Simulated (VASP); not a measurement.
# Mg (Fm-3m) in VASP: notebook, part 2 of 2

VASP 6.6.1. The steps go on from the part before.

### 6 Single point, HSE06

This run uses another cell than the first one, of 23.96 Å³/atom.

Contents of POSCAR:

```
Mg
1.0
    0.0000000000      2.2882721944      2.2882721944
    2.2882721944      0.0000000000      2.2882721944
    2.2882721944      2.2882721944      0.0000000000
Mg
1
Direct
    0.0000000000      0.0000000000      0.0000000000
```

Contents of INCAR.step1:

```
SYSTEM = Mg
PREC = Accurate
ENCUT = 520
EDIFF = 1E-5
ISMEAR = 0
SIGMA = 0.01
LREAL = .FALSE.
LASPH = .TRUE.
NELM = 100
ALGO = Normal
ISIF = 2
LWAVE = .TRUE.
LCHARG = .FALSE.
NBANDS = 7
GGA = PE
```

Contents of INCAR.step2:

```
SYSTEM = Mg
PREC = Accurate
ENCUT = 520
EDIFF = 1E-6
ISMEAR = 0
SIGMA = 0.01
LREAL = .FALSE.
LASPH = .TRUE.
NELM = 100
ALGO = Normal
ISIF = 2
LWAVE = .FALSE.
LCHARG = .FALSE.
GGA = PE
LHFCALC = .TRUE.
HFSCREEN = 0.2079
PRECFOCK = Normal
NBANDS = 7
ISTART = 1
```

Contents of KPOINTS:

```
regular mesh
0
G
  7 7 7
  0 0 0
```

Potentials or basis: VASP PAW PBE potentials, release 64 (Mg).

Command:

```sh
cat potpaw_PBE.64/Mg/POTCAR > POTCAR
cp INCAR.step1 INCAR
mpirun -np 1 vasp_std > vasp.out
cp INCAR.step2 INCAR
mpirun -np 1 vasp_std > vasp.out
```

OUTCAR:

```text
SYSTEM = Mg
   PREC = Accurate
   ENCUT = 520
   EDIFF = 1E-6
   ISMEAR = 0
   LREAL = .FALSE.
   LASPH = .TRUE.
   NELM = 100
   ISIF = 2
   GGA = PE
   LHFCALC = .TRUE.
   HFSCREEN = 0.2079
   PRECFOCK = Normal
   ISTART = 1

 ion  position               nearest neighbor table
   1  0.000  0.000  0.000-

  LATTYP: Found a face centered cubic cell.
 ALAT       =     4.5765443888

  Lattice vectors:

 A1 = (   0.0000000000,   2.2882721944,   2.2882721944)
 A2 = (   2.2882721944,   0.0000000000,   2.2882721944)
 A3 = (   2.2882721944,   2.2882721944,   0.0000000000)

Analysis of symmetry for initial positions (statically):
=====================================================================
 Subroutine PRICEL returns:
 Original cell was already a primitive cell.

 Routine SETGRP: Setting up the symmetry group for a
 face centered cubic supercell.

 Subroutine GETGRP returns: Found 48 space group operations
 (whereof 48 operations were pure point group operations)
 out of a pool of 48 trial point group operations.

The static configuration has the point symmetry O_h .

Analysis of symmetry for dynamics (positions and initial velocities):
=====================================================================
 Subroutine PRICEL returns:
 Original cell was already a primitive cell.

 Routine SETGRP: Setting up the symmetry group for a
 face centered cubic supercell.

 Subroutine GETGRP returns: Found 48 space group operations
 (whereof 48 operations were pure point group operations)
 out of a pool of 48 trial point group operations.

The dynamic configuration has the point symmetry O_h .

 Subroutine INISYM returns: Found 48 space group operations
 (whereof 48 operations are pure point group operations),
 and found     1 'primitive' translations

----------------------------------------------------------------------------------------

                                     Primitive cell

[... 110 lines left out ...]
   PRECFOCK=normal    Normal, Fast or Accurate (Low or Medium for compatibility)
   ENCUT4O =  -1.0   cutoff for four orbital integrals eV
   NKREDX  =     1    reduce k-point grid by
   NKREDY  =     1    reduce k-point grid by
   NKREDZ  =     1    reduce k-point grid by
   AEXX    =    0.2500 exact exchange contribution
   HFSCREEN=    0.2079 screening length (either q_TF or 0.3 A-1)
   HFSCREENC=   0.2079 screening length for correlation (either q_TF or 0.3 A-1)
   ENCUTFOCK=  -1.0 apply spherical cutoff to Coloumb kernel
   IVDW    =     0    specifies the selected vdW correction
   LEPSILON=     F    determine dielectric tensor
   LRPA    =     F    only Hartree local field effects (RPA)
 non-spin polarized calculation
 Gauss-broadening in eV      SIGMA  =   0.01
  energy-cutoff  :      520.00
  volume of cell :       23.96
 maximum number of plane-waves:       656
  NGX = 20; NGY = 20; NGZ = 20

 number of electron       2.0000000 magnetization

 Free energy of the ion-electron system (eV)
  ---------------------------------------------------
  ext. energy  EPLUGINS =         0.00000000
  ---------------------------------------------------
  free energy    TOTEN  =        -1.53449755 eV

  energy without entropy =       -1.53449755  energy(sigma->0) =       -1.53449755

 E-fermi :   2.5182     XC(G=0):  -6.9848

 val. band max:        2.4074537911   @ k =  -0.4286   0.4286   0.0000
 cond. band min:       2.5626090737   @ k =   0.4286   0.0000   0.0000
 fundamental gap:      0.1551552826
 Fermi energy:         2.5182166444

 k-point     1 :       0.0000    0.0000    0.0000
  band No.  band energies     occupation
      1      -5.4145      2.00000
      2      15.3163      0.00000
      3      15.3163      0.00000
      4      15.3163      0.00000
      5      17.0951      0.00000
      6      17.0951      0.00000
      7      17.0951      0.00000
[... 181 lines left out ...]
 k-point    20 :      -0.2857    0.4286    0.1429
  band No.  band energies     occupation
      1       4.1444      0.00000
      2       4.7209      0.00000
      3       5.8387      0.00000
      4       8.4172      0.00000
      5      15.8073      0.00000
      6      19.5422      0.00000
      7      19.8033      0.00000

------------------------ aborting loop because EDIFF is reached ----------------------------------------

  FORCE on cell =-STRESS in cart. coord.  units (eV):
  Direction    XX          YY          ZZ          XY          YZ          ZX
  --------------------------------------------------------------------------------------
  -------------------------------------------------------------------------------------
  Total       -0.2229715     -0.2229715     -0.2229715      0.0000000     -0.0000000      0.0000000
  in kB      -14.9075702    -14.9075702    -14.9075702      0.0000000     -0.0000000      0.0000000
  external PRESSURE =     -14.9075702 kB  Pullay stress =       0.0000000 kB

 VOLUME and BASIS-vectors are now :
 -----------------------------------------------------------------------------
  energy-cutoff  :      520.00
  volume of cell :       23.96
      direct lattice vectors                 reciprocal lattice vectors
     0.000000000  2.288272194  2.288272194    -0.218505474  0.218505474  0.218505474
     2.288272194  0.000000000  2.288272194     0.218505474 -0.218505474  0.218505474
     2.288272194  2.288272194  0.000000000     0.218505474  0.218505474 -0.218505474

 POSITION                                       TOTAL-FORCE (eV/Angst)
 -----------------------------------------------------------------------------------
      0.00000      0.00000      0.00000         0.000000      0.000000      0.000000
 -----------------------------------------------------------------------------------
    total drift:                                0.000000      0.000000      0.000000

  FREE ENERGIE OF THE ION-ELECTRON SYSTEM (eV)
  ---------------------------------------------------
  free  energy   TOTEN  =        -1.5344975488 eV

  energy  without entropy=       -1.5344975488  energy(sigma->0) =       -1.53449755
```

OUTCAR.step1:

```text
SYSTEM = Mg
   PREC = Accurate
   ENCUT = 520
   EDIFF = 1E-5
   ISMEAR = 0
   LREAL = .FALSE.
   LASPH = .TRUE.
   NELM = 100
[... 409 lines left out ...]
 -----------------------------------------------------------------------------------
      0.00000      0.00000      0.00000         0.000000      0.000000      0.000000
 -----------------------------------------------------------------------------------
    total drift:                                0.000000     -0.000000     -0.000000

  FREE ENERGIE OF THE ION-ELECTRON SYSTEM (eV)
  ---------------------------------------------------
  free  energy   TOTEN  =        -1.5138218355 eV

  energy  without entropy=       -1.5138217340  energy(sigma->0) =       -1.51382178
```

Run time: 74 s. Hardware: 1 thread of Intel Xeon 6975P-C (Granite Rapids), shared host; peak memory 0.25 GiB.

Results:

```yaml
Free_energy: -1.5345 eV
Pressure: -1.5 GPa
Band_gap_on_the_k_mesh: zero (bands 1 and 2 overlap by 2.35 eV)
```

Caveat: the PAW data sets were made with another functional, which shifts forces and pressure a little.

### 7 Overview

| cell | gap on the mesh (eV) | pressure (GPa) |
| --- | --- | --- |
| a = 3.131 Å, angles 60.0°, 1 atom | none | 2.3 |
| a = 3.153 Å, angles 60.0°, 1 atom | none | 1.4 |
| a = 3.195 Å, angles 60.0°, 1 atom | none | -0.2 |
| a = 3.216 Å, angles 60.0°, 1 atom | none | -0.9 |
| a = 3.236 Å, angles 60.0°, 1 atom | none | -1.5 |

Alike in all rows: task single point; level HSE06; potentials or basis VASP PAW PBE potentials, release 64 (Mg); no spin polarisation; k mesh 7 × 7 × 7; cutoff (eV) 520; smearing gaussian 0.01 eV.

Caveats: the PAW data sets were made with another functional, which shifts forces and pressure a little.

Total energies depend on the potentials used, so only differences within one code and one set of settings carry meaning.

The gap in the log of VASP goes by the Fermi energy; the results here count the filled bands.